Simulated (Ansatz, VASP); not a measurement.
**One calculation of AlRu, two programs**

INCAR

```
SYSTEM = AlRu
ALGO = Fast
EDIFF = 1E-6
ENCUT = 520
GGA = PS
ISIF = 2
ISMEAR = 0
LASPH = .True.
LCHARG = .True.
LELF = .True.
LREAL = .False.
LVHAR = .True.
LWAVE = .False.
NBANDS = 16
NELM = 80
PREC = Accurate
SIGMA = 0.15
```

Contents of KPOINTS:

```
k-points
0
Gamma
  20 20 20
  0 0 0
```

Contents of POSCAR:

```
AlRu
1.0
    2.9764078228      0.0000000000      0.0000000000
    0.0000000000      3.0210539401      0.0000000000
    0.0000000000      0.0000000000      2.9764078228
Al Ru
1 1
Direct
    0.0000000000      0.0000000000      0.0000000000
    0.5000000000      0.5000000000      0.5000000000
```

Input for Ansatz:

```yaml
crystal:
  lattice:
    - [2.9764078228, 0.0, 0.0]
    - [0.0, 3.0210539401, 0.0]
    - [0.0, 0.0, 2.9764078228]
  atoms:
    - { symbol: Al, position: [0.0, 0.0, 0.0] }
    - { symbol: Ru, position: [0.5, 0.5, 0.5] }
basis:
  ecutwfc: 420
kpoints:
  mp_grid: { grid: [20, 20, 20] }
hamiltonian:
  xc: pbesol
scf:
  occupations: { method: gaussian, width: 0.15 }
output:
  forces: true
  stress: true
  eigenvalues: true
  write_density: true
  write_potential: true
  elf: true
  volumetric_format: npy
```

Change from the starting cell: strain +0.0150 x Voigt [0, 1, 0, 0, 0, 0], atoms carried along.

Alike in both runs: task single point; functional PBEsol; k mesh 20 × 20 × 20; occupations gaussian, width 0.15 eV; no spin polarisation.

```csv
,VASP,Ansatz
version,VASP 6.6.1,Ansatz 0.2.0
potentials or method,"VASP PAW PBE potentials, release 64 (Al, Ru_pv), cutoff 520 eV","scalar-relativistic, plane waves, PAW"
valence electrons in the cell,17,19
```

|  | VASP | Ansatz | Ansatz less VASP |
| --- | --- | --- | --- |
| gap on the k mesh at the Fermi level (eV) | none | none | - |
| pressure (GPa) | -3.2 | -3.2 | 0.00 |
| traceless stress, the component that is largest in VASP (GPa) | -1.68 | -1.67 | +0.009 |

VASP's potentials were made for PBE, not for PBEsol. A gap of «none» marks a metal or a gap that the smearing closes. The functional is the same, so the differences come from potentials, cutoffs and numerics. VASP's potentials hold 17 valence electrons a cell and Ansatz's 19, so a difference there can come from the potentials and not from the codes.
